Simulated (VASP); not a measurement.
Wanted: the native input for a VASP 6.6.1 run.

- Task: relaxation of cell and atoms
- Functional: PBE
- Potentials or basis: VASP PAW PBE potentials, release 64 (B, Bi_d, N)
- Cutoff: 600 eV
- k mesh: 2 × 2 × 2
- Occupations: gaussian, width 0.15 eV
- Spin: no spin polarisation
- Dipole correction: no
- Further INCAR settings: ALGO = Normal; EDIFF = 1e-06; IBRION = 2; EDIFFG = -0.08; NSW = 36; ISIF = 3

The structure of Bi4BN3 lies in POSCAR:

```
Bi4BN3
1.0
    5.5014037900      0.0000000000      0.0000000000
    0.0000000000      5.5014037900      0.0000000000
    0.0000000000      0.0000000000      5.5014037900
B Bi N
1 4 3
Direct
    0.5000000000      0.5000000000      0.5000000000
    0.0000000000      0.5000000000      0.5000000000
    0.5000000000      0.0000000000      0.5000000000
    0.5000000000      0.5000000000      0.0000000000
    0.0000000000      0.0000000000      0.0000000000
    0.5000000000      0.0000000000      0.0000000000
    0.0000000000      0.5000000000      0.0000000000
    0.0000000000      0.0000000000      0.5000000000
```

The cell was generated, and may not be a known phase.

The input as run:

INCAR

```
SYSTEM = Bi4BN3
  PREC = Accurate
  ENCUT = 600
  EDIFF = 1E-6
  ISMEAR = 0
  SIGMA = 0.15
  LREAL = .FALSE.
  LASPH = .TRUE.
  NELM = 60
  ALGO = Normal
  ISIF = 3
  LWAVE = .FALSE.
  LCHARG = .FALSE.
  GGA = PE
  IBRION = 2
  NSW = 36
  EDIFFG = -0.08
```

KPOINTS

```
regular mesh
0
G
  2 2 2
  0 0 0
```

Potentials or basis: VASP PAW PBE potentials, release 64 (B, Bi_d, N).

The run is started by

```bash
$ cat potpaw_PBE.64/B/POTCAR potpaw_PBE.64/Bi_d/POTCAR potpaw_PBE.64/N/POTCAR > POTCAR
$ mpirun -np 1 vasp_std > vasp.out
```

Results of the run:

* Relaxed volume: 17.20 Å³/atom
* Relaxed cell: a = 5.163 Å, b = 5.163 Å, c = 5.163 Å, α = 90.00°, β = 90.00°, γ = 90.00°
* Space group after relaxing (to 0.1 Å): Pm-3m (No. 221)
* Energy gained by relaxing: 179.0 meV/atom
* Ionic steps: 3
* Pressure after relaxing: -0.1 GPa
* Band gap on the k mesh: zero (bands 39 and 40 overlap by 1.43 eV)

Caveat: the k points lie up to 0.61 Å⁻¹ apart in the final cell, too coarse for converged energies and pressures of a metal; the volume moved by over 15 % at a fixed basis, so the end points are rough; spin-orbit coupling is left out, which moves the levels of the heavy elements.

Wall time 4.5 min on 1 thread of Oxide Virtual Turin-like Processor, on a shared host, peak memory 0.31 GiB.
